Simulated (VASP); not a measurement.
# AlNi (Pm-3m) in VASP: further runs

Aim: see how the results for AlNi move with the level of theory and the settings. Levels: LDA, r2SCAN, PBEsol. Tasks: single point.

Program: VASP 6.6.1. These are calculated values, not measurements. Logs are shortened: lines on timing, memory, paths and dates and some standing lists are left out, and cuts for length are marked.

## Step 1: The cell of the first run

It takes space group Pm-3m (No. 221, cubic). The conventional cell has a = 2.938 Å, b = 2.938 Å, c = 2.938 Å, α = 90.00°, β = 90.00°, γ = 90.00°. Within 3.4 Å of Ni (site symmetry m-3m) lie 8 Al at 2.54 Å and 6 Ni at 2.94 Å. Al (site symmetry m-3m) has 8 Ni at 2.54 Å and 6 Al at 2.94 Å within 3.4 Å.

## Step 2: Single point, LDA, collinear spin, ferromagnetic start

File INCAR:

```
PREC = Accurate
ENCUT = 520
EDIFF = 1E-7
ISMEAR = -1
SIGMA = 0.05
LREAL = False
LASPH = True
NELM = 150
ALGO = Normal
ISIF = 2
LWAVE = False
LCHARG = True
ISPIN = 2
MAGMOM = 1 0
LORBIT = 11
LMAXMIX = 4
GGA = CA
LELF = True
LVHAR = True
NBANDS = 18
```

File KPOINTS:

```
Automatic mesh
0
Gamma
  9 9 9
```

File POSCAR:

```
AlNi
1.0
    2.9375045414      0.0000000000      0.0000000000
    0.0000000000      2.9375045414      0.0000000000
    0.0000000000      0.0000000000      2.9375045414
Ni Al
1 1
Direct
    0.5000000000      0.5000000000      0.5000000000
    0.0000000000      0.0000000000      0.0000000000
```

Potentials or basis: VASP PAW LDA potentials, release 64 (Ni, Al).

Run with:

```
> cat potpaw_LDA.64/Ni/POTCAR potpaw_LDA.64/Al/POTCAR > POTCAR
> mpirun -np 1 vasp_std > vasp.out
```

OUTCAR:

```text
PREC = Accurate
   ENCUT = 520
   EDIFF = 1E-7
   ISMEAR = -1
   LREAL = False
   LASPH = True
   NELM = 150
   ISIF = 2
   ISPIN = 2
   LORBIT = 11
   GGA = CA

 ion  position               nearest neighbor table
   1  0.500  0.500  0.500-   2 2.54   2 2.54   2 2.54   2 2.54   2 2.54   2 2.54   2 2.54   2 2.54

   2  0.000  0.000  0.000-   1 2.54   1 2.54   1 2.54   1 2.54   1 2.54   1 2.54   1 2.54   1 2.54

  LATTYP: Found a simple cubic cell.
 ALAT       =     2.9375045414

  Lattice vectors:

 A1 = (   2.9375045414,   0.0000000000,   0.0000000000)
 A2 = (   0.0000000000,   2.9375045414,   0.0000000000)
 A3 = (   0.0000000000,   0.0000000000,   2.9375045414)

Analysis of symmetry for initial positions (statically):
=====================================================================
 Subroutine PRICEL returns:
 Original cell was already a primitive cell.

 Routine SETGRP: Setting up the symmetry group for a
 simple cubic supercell.

 Subroutine GETGRP returns: Found 48 space group operations
 (whereof 48 operations were pure point group operations)
 out of a pool of 48 trial point group operations.

The static configuration has the point symmetry O_h .

Analysis of symmetry for dynamics (positions and initial velocities):
=====================================================================
 Subroutine PRICEL returns:
 Original cell was already a primitive cell.

 Routine SETGRP: Setting up the symmetry group for a
 simple cubic supercell.

 Subroutine GETGRP returns: Found 48 space group operations
 (whereof 48 operations were pure point group operations)
 out of a pool of 48 trial point group operations.

The dynamic configuration has the point symmetry O_h .

Analysis of structural, dynamic, and magnetic symmetry:
=====================================================================
 Subroutine PRICEL returns:
 Original cell was already a primitive cell.

 Routine SETGRP: Setting up the symmetry group for a
 simple cubic supercell.

 Subroutine GETGRP returns: Found 48 space group operations
 (whereof 48 operations were pure point group operations)
 out of a pool of 48 trial point group operations.

The overall configuration has the point symmetry O_h .

 Subroutine INISYM returns: Found 48 space group operations
 (whereof 48 operations are pure point group operations),
 and found     1 'primitive' translations

----------------------------------------------------------------------------------------

                                     Primitive cell

  volume of cell :      25.3475

  direct lattice vectors                    reciprocal lattice vectors
     2.937504541  0.000000000  0.000000000     0.340425006  0.000000000  0.000000000
     0.000000000  2.937504541  0.000000000     0.000000000  0.340425006  0.000000000
     0.000000000  0.000000000  2.937504541     0.000000000  0.000000000  0.340425006

  length of vectors
     2.937504541  2.937504541  2.937504541     0.340425006  0.340425006  0.340425006

  position of ions in fractional coordinates (direct lattice)
     0.500000000  0.500000000  0.500000000
     0.000000000  0.000000000  0.000000000

  ion indices of the primitive-cell ions
   primitive index   ion index
                 1           1
                 2           2

----------------------------------------------------------------------------------------

 KPOINTS: Automatic mesh

Automatic generation of k-mesh.
 Grid dimensions read from file:
 generate k-points for:    9    9    9

 Generating k-lattice:

  Cartesian coordinates                     Fractional coordinates (reciprocal lattice)
     0.037825001  0.000000000  0.000000000     0.111111111  0.000000000  0.000000000
     0.000000000  0.037825001  0.000000000     0.000000000  0.111111111  0.000000000
     0.000000000  0.000000000  0.037825001     0.000000000  0.000000000  0.111111111

  Length of vectors
     0.037825001  0.037825001  0.037825001

  Shift w.r.t. Gamma in fractional coordinates (k-lattice)
     0.000000000  0.000000000  0.000000000

 Subroutine IBZKPT returns following result:
 ===========================================

 Found     35 irreducible k-points:

 Following reciprocal coordinates:
            Coordinates               Weight
  0.000000  0.000000  0.000000      1.000000
  0.111111  0.000000  0.000000      6.000000
  0.222222  0.000000  0.000000      6.000000
  0.333333  0.000000  0.000000      6.000000
  0.444444  0.000000  0.000000      6.000000
  0.111111  0.111111  0.000000     12.000000
[... 16 lines left out ...]
  0.333333  0.333333  0.111111     24.000000
  0.444444  0.333333  0.111111     48.000000
 [... further k-points ...]
   k-points           NKPTS =     35   k-points in BZ     NKDIM =     35   number of bands    NBANDS=     18
   number of dos      NEDOS =    301   number of ions     NIONS =      2
   total plane-waves  NPLWV =  13824
   dimension x,y,z NGX =    24 NGY =   24 NGZ =   24
   dimension x,y,z NGXF=    48 NGYF=   48 NGZF=   48
   ions per type =               1   1
   NGX,Y,Z   is equivalent  to a cutoff of  13.58, 13.58, 13.58 a.u.
   NGXF,Y,Z  is equivalent  to a cutoff of  27.17, 27.17, 27.17 a.u.
 SYSTEM =  unknown system
   PREC   = accura    normal or accurate (medium, high low for compatibility)
   ISTART =      0    job   : 0-new  1-cont  2-samecut
   ICHARG =      2    charge: 1-file 2-atom 10-const
   ISPIN  =      2    spin polarized calculation?
   LNONCOLLINEAR =      F non collinear calculations
   LSORBIT =      F    spin-orbit coupling
   LASPH  =      T    aspherical Exc in radial PAW
   ENCUT  =  520.0 eV  38.22 Ry    6.18 a.u.   5.46  5.46  5.46*2*pi/ulx,y,z
   NELM   =    150;   NELMIN=  2; NELMDL= -5     # of ELM steps
   EDIFF  = 0.1E-06   stopping-criterion for ELM
   LREAL  =      F    real-space projection
   EDIFFG = 0.1E-05   stopping-criterion for IOM
   NSW    =      0    number of steps for IOM
   IBRION =     -1    ionic relax: 0-MD 1-quasi-New 2-CG
   NFREE  =      0    steps in history (QN), initial steepest desc. (CG)
   ISIF   =      2    stress and relaxation
   ISYM   =      2    0-nonsym 1-usesym 2-fastsym
   POTIM  = 0.5000    time-step for ionic-motion
   TEBEG  =    0.0;   TEEND  =   0.0 temperature during run
   PSTRESS=    0.0 pullay stress
   NELECT =      13.0000    total number of electrons
   NUPDOWN=      -1.0000    fix difference up-down
   EMIN   =  10.00;   EMAX   =-10.00  energy-range for DOS
   EFERMI =   0.00;   METHOD = LEGACY
   ISMEAR =    -1;   SIGMA  =   0.05  broadening in eV -4-tet -1-fermi 0-gaus
   EFERMI_NEDOS =   21; number of points for ismear=-14 and -15
   IALGO  =     38    algorithm
   IMIX   =      4    mixing-type and parameters
     AMIX     =   0.40;   BMIX     =  1.00
     AMIX_MAG =   1.60;   BMIX_MAG =  1.00
  volume/ion in A,a.u.               =      12.67        85.53
  Fermi-wavevector in a.u.,A,eV,Ry     =   1.310421  2.476336 23.363956  1.717202
  Thomas-Fermi vector in A             =   2.440952
   LORBIT       =     11    0 simple, 1 ext, 2 COOP (PROOUT), +10 PAW based schemes
   GGA     = CA    functional components
   LHFCALC =     F    Hartree Fock is set to
   AEXX    =    0.0000 exact exchange contribution
   IVDW    =     0    specifies the selected vdW correction
   LEPSILON=     F    determine dielectric tensor
   LRPA    =     F    only Hartree local field effects (RPA)
 spin polarized calculation
  energy-cutoff  :      520.00
  volume of cell :       25.35
 maximum number of plane-waves:       703
 NGX is ok and might be reduce to    24
   NGX = 11   NGY = 11   NGZ = 11

 number of electron      12.9999995 magnetization      -0.0006289

 number of electron      12.9999995 magnetization       0.0001419

 Free energy of the ion-electron system (eV)
  ---------------------------------------------------
  ext. energy  EPLUGINS =         0.00000000
  ---------------------------------------------------
  free energy    TOTEN  =       -12.05425873 eV

  energy without entropy =      -12.04678161  energy(sigma->0) =      -12.05052017

 E-fermi :   8.9822     XC(G=0): -12.0209

 val. band max:        8.9507627581   @ k =   0.3333   0.3333   0.0000
 cond. band min:       9.0132101839   @ k =   0.3333   0.1111   0.1111
 fundamental gap:      0.0624474259
 Fermi energy:         8.9822013171

 spin component 1

 k-point     1 :       0.0000    0.0000    0.0000
  band No.  band energies     occupation
      1      -1.6661      1.00000
      2       6.0120      1.00000
      3       6.0120      1.00000
      4       7.5377      1.00000
      5       7.5377      1.00000
      6       7.5377      1.00000
[... 10 lines left out ...]
     17      31.8885      0.00000
     18      31.8886      0.00000
[... 463 lines left out ...]
 k-point    24 :       0.4444    0.3333    0.1111
  band No.  band energies     occupation
      1       3.2462      1.00000
      2       4.8289      1.00000
      3       6.2033      1.00000
      4       6.6891      1.00000
      5       7.2009      1.00000
      6       7.3451      1.00000
[... 10 lines left out ...]
     17      30.7689      0.00000
     18      34.3966      0.00000

 [... further k-points ...]

 spin component 2

 k-point     1 :       0.0000    0.0000    0.0000
  band No.  band energies     occupation
      1      -1.6661      1.00000
      2       6.0122      1.00000
      3       6.0122      1.00000
      4       7.5379      1.00000
      5       7.5379      1.00000
      6       7.5379      1.00000
[... 10 lines left out ...]
     17      31.8885      0.00000
     18      31.8886      0.00000
[... 463 lines left out ...]
 k-point    24 :       0.4444    0.3333    0.1111
  band No.  band energies     occupation
      1       3.2462      1.00000
      2       4.8289      1.00000
      3       6.2034      1.00000
      4       6.6892      1.00000
      5       7.2011      1.00000
      6       7.3452      1.00000
[... 10 lines left out ...]
     17      30.7689      0.00000
     18      34.3707      0.00000

 [... further k-points ...]
[... 5 lines left out ...]
  --------------------------------------------------------------------------------------
  -------------------------------------------------------------------------------------
  Total       -2.5093331     -2.5093331     -2.5093331     -0.0000000     -0.0000000      0.0000000
  in kB     -158.6109812   -158.6109812   -158.6109812     -0.0000000     -0.0000000      0.0000000
  external PRESSURE =    -158.6109812 kB  Pullay stress =       0.0000000 kB

 VOLUME and BASIS-vectors are now :
 -----------------------------------------------------------------------------
  energy-cutoff  :      520.00
  volume of cell :       25.35
      direct lattice vectors                 reciprocal lattice vectors
     2.937504541  0.000000000  0.000000000     0.340425006  0.000000000  0.000000000
     0.000000000  2.937504541  0.000000000     0.000000000  0.340425006  0.000000000
     0.000000000  0.000000000  2.937504541     0.000000000  0.000000000  0.340425006

 POSITION                                       TOTAL-FORCE (eV/Angst)
 -----------------------------------------------------------------------------------
      1.46875      1.46875      1.46875         0.000000      0.000000      0.000000
      0.00000      0.00000      0.00000         0.000000      0.000000      0.000000
 -----------------------------------------------------------------------------------
    total drift:                                0.000000      0.000000     -0.000000

  FREE ENERGIE OF THE ION-ELECTRON SYSTEM (eV)
  ---------------------------------------------------
  free  energy   TOTEN  =       -12.0542587348 eV

  energy  without entropy=      -12.0467816120  energy(sigma->0) =      -12.05052017

 total charge

# of ion       s       p       d       tot
------------------------------------------
    1        0.460   0.470   8.466   9.396
    2        0.385   0.392   0.000   0.777
--------------------------------------------------
tot          0.845   0.862   8.466  10.173

 magnetization (x)

# of ion       s       p       d       tot
------------------------------------------
    1        0.000   0.000   0.000   0.000
    2       -0.000  -0.000   0.000  -0.000
--------------------------------------------------
tot          0.000   0.000   0.000   0.000
```

Wall time 25 s (1 thread of Intel Xeon Platinum 8488C (Sapphire Rapids), shared host); peak memory 0.14 GiB.

What came out:

```yaml
Free_energy: -12.0543 eV
Pressure: -15.9 GPa
Net_moment: 0.00 μB per cell
Valence_electrons_inside_the_program's_atomic_spheres: Ni 9.40; Al 0.78
```

Levels at points of the mesh, in eV from the Fermi level:
Spin up:
```csv
k point,band 3,band 4,band 5,band 6,band 7,band 8,band 9,band 10
"(0.00, 0.00, 0.00)",-2.97,-1.44,-1.44,-1.44,5.25,5.25,5.25,8.06
```
Spin down:
| k point | band 3 | band 4 | band 5 | band 6 | band 7 | band 8 | band 9 | band 10 |
| --- | --- | --- | --- | --- | --- | --- | --- | --- |
| (0.00, 0.00, 0.00) | -2.97 | -1.44 | -1.44 | -1.44 | 5.25 | 5.25 | 5.25 | 8.06 |

## Step 3: Single point, r2SCAN, collinear spin, ferromagnetic start

This run uses another cell than the first one, of 11.24 Å³/atom, 0.887 times its volume.

File POSCAR:

```
AlNi
1.0
    2.8221875792      0.0000000000      0.0000000000
    0.0000000000      2.8221875792      0.0000000000
    0.0000000000      0.0000000000      2.8221875792
Ni Al
1 1
Direct
    0.5000000000      0.5000000000      0.5000000000
    0.0000000000      0.0000000000      0.0000000000
```

File INCAR.step1:

```
SYSTEM = AlNi
PREC     = Accurate       ! precision mode
ENCUT    = 520            ! plane-wave cutoff, eV
ISMEAR   = -1             ! smearing method
SIGMA    = 0.05           ! smearing width, eV
LREAL    = .FALSE.        ! projectors in reciprocal space
LASPH    = .TRUE.         ! aspherical terms in the spheres
NELM     = 150            ! most SCF steps
ISPIN    = 2              ! spin polarisation
MAGMOM   = 1 0            ! initial moments
LMAXMIX  = 4              ! l up to which the mixer works
NBANDS   = 18             ! bands
GGA      = PE             ! functional
ALGO     = Normal         ! electronic algorithm
EDIFF    = 1E-4           ! SCF threshold, eV
LWAVE    = .TRUE.         ! write WAVECAR
LCHARG   = .FALSE.        ! write CHGCAR
```

File INCAR.step2:

```
SYSTEM = AlNi
PREC     = Accurate       ! precision mode
ENCUT    = 520            ! plane-wave cutoff, eV
EDIFF    = 1E-6           ! SCF threshold, eV
ISMEAR   = -1             ! smearing method
SIGMA    = 0.05           ! smearing width, eV
LREAL    = .FALSE.        ! projectors in reciprocal space
LASPH    = .TRUE.         ! aspherical terms in the spheres
NELM     = 150            ! most SCF steps
ALGO     = Normal         ! electronic algorithm
ISIF     = 2              ! what is computed and relaxed
LWAVE    = .FALSE.        ! write WAVECAR
LCHARG   = .TRUE.         ! write CHGCAR
ISPIN    = 2              ! spin polarisation
MAGMOM   = 1 0            ! initial moments
LORBIT   = 11             ! projections on sites
LMAXMIX  = 4              ! l up to which the mixer works
METAGGA  = R2SCAN         ! meta-GGA
LMIXTAU  = .TRUE.       
LELF     = .TRUE.         ! ELF
LVHAR    = .TRUE.       
NBANDS   = 18             ! bands
ISTART   = 1
```

File KPOINTS:

```
regular mesh
0
G
  9 9 9
  0 0 0
```

Potentials or basis: VASP PAW PBE potentials, release 64 (Ni, Al).

Run with:

```
> cat potpaw_PBE.64/Ni/POTCAR potpaw_PBE.64/Al/POTCAR > POTCAR
> cp INCAR.step1 INCAR
> mpirun -np 1 vasp_std > vasp.out
> cp INCAR.step2 INCAR
> mpirun -np 1 vasp_std > vasp.out
```

It took 69 s on 1 thread of Intel Xeon Platinum 8488C (Sapphire Rapids), shared host; peak memory 0.17 GiB.

The run converged. Its results:

```
Free energy                                           : -20.0452 eV
Pressure                                              : 8.1 GPa
Net moment                                            : 0.00 μB per cell
Valence electrons inside the program's atomic spheres : Ni 9.63; Al 0.84
```

Levels at points of the mesh, in eV from the Fermi level:
Spin up:
```tsv
k point	band 3	band 4	band 5	band 6	band 7	band 8	band 9	band 10
(0.00, 0.00, 0.00)	-3.72	-1.80	-1.80	-1.80	6.13	6.13	6.13	8.56
```
Spin down:
```
           k point  band 2  band 3  band 4  band 5  band 6  band 7  band 8  band 9  band 10  band 11
(0.00, 0.00, 0.00)   -3.72   -3.72   -1.80   -1.80   -1.80    6.13    6.13    6.13     8.56     8.56
```

Caveat: the PAW data sets were made with another functional, which shifts forces and pressure a little.

## Step 4: Single point, PBEsol, collinear spin, ferromagnetic start

This run uses another cell than the first one, of 10.29 Å³/atom, 0.812 times its volume.

File INCAR:

```
  PREC = Accurate
  ENCUT = 520
  EDIFF = 1E-7
  ISMEAR = -1
  SIGMA = 0.05
  LREAL = False
  LASPH = True
  NELM = 150
  ALGO = Normal
  ISIF = 2
  LWAVE = False
  LCHARG = False
  ISPIN = 2
  MAGMOM = 1 0
  LORBIT = 11
  LMAXMIX = 4
  GGA = PS
  NBANDS = 18
```

File KPOINTS:

```
regular mesh
0
Gamma
  9 9 9
```

File POSCAR:

```
AlNi
1.0
    2.7400794789      0.0000000000      0.0000000000
    0.0000000000      2.7400794789      0.0000000000
    0.0000000000      0.0000000000      2.7400794789
Ni Al
1 1
Direct
    0.5000000000      0.5000000000      0.5000000000
    0.0000000000      0.0000000000      0.0000000000
```

Run with:

```
> cat potpaw_PBE.64/Ni/POTCAR potpaw_PBE.64/Al/POTCAR > POTCAR
> mpirun -np 1 vasp_std > vasp.out
```

Wall time 9.9 s (1 thread of Intel Xeon 6975P-C (Granite Rapids), shared host); peak memory 0.14 GiB.

The run converged. Its results:

| Property | Result |
| --- | --- |
| Free energy | -11.3448 eV |
| Pressure | 30.1 GPa |
| Net moment | 0.00 μB per cell |
| Valence electrons inside the program's atomic spheres | Ni 9.78; Al 0.89 |

Levels at points of the mesh, in eV from the Fermi level:
Spin up:
```
           k point  band 2  band 3  band 4  band 5  band 6  band 7  band 8  band 9  band 10  band 11
(0.00, 0.00, 0.00)   -4.11   -4.11   -1.96   -1.96   -1.96    6.11    6.11    6.11     8.58     8.58
```
Spin down:
| k point | band 2 | band 3 | band 4 | band 5 | band 6 | band 7 | band 8 | band 9 | band 10 | band 11 |
| --- | --- | --- | --- | --- | --- | --- | --- | --- | --- | --- |
| (0.00, 0.00, 0.00) | -4.11 | -4.11 | -1.96 | -1.96 | -1.96 | 6.11 | 6.11 | 6.11 | 8.58 | 8.58 |

Caveat: the PAW data sets were made with another functional, which shifts forces and pressure a little.

## Step 5: Overview

| level | potentials or basis | cell | gap on the mesh (eV) | pressure (GPa) | moment (μB) |
| --- | --- | --- | --- | --- | --- |
| LDA | VASP PAW LDA potentials, release 64 (Ni, Al) | a = 2.938 Å, 2 atoms | none | -15.9 | 0.00 |
| r2SCAN | VASP PAW PBE potentials, release 64 (Ni, Al) | a = 2.822 Å, 2 atoms | none | 8.1 | 0.00 |
| PBEsol | VASP PAW PBE potentials, release 64 (Ni, Al) | a = 2.740 Å, 2 atoms | none | 30.1 | 0.00 |

Alike in all rows: task single point; spin collinear, ferromagnetic start; k mesh 9 × 9 × 9; cutoff (eV) 520; smearing fermi-dirac 0.05 eV.

Caveats: the PAW data sets were made with another functional, which shifts forces and pressure a little (some runs).

Total energies depend on the potentials used, so only differences within one code and one set of settings carry meaning.
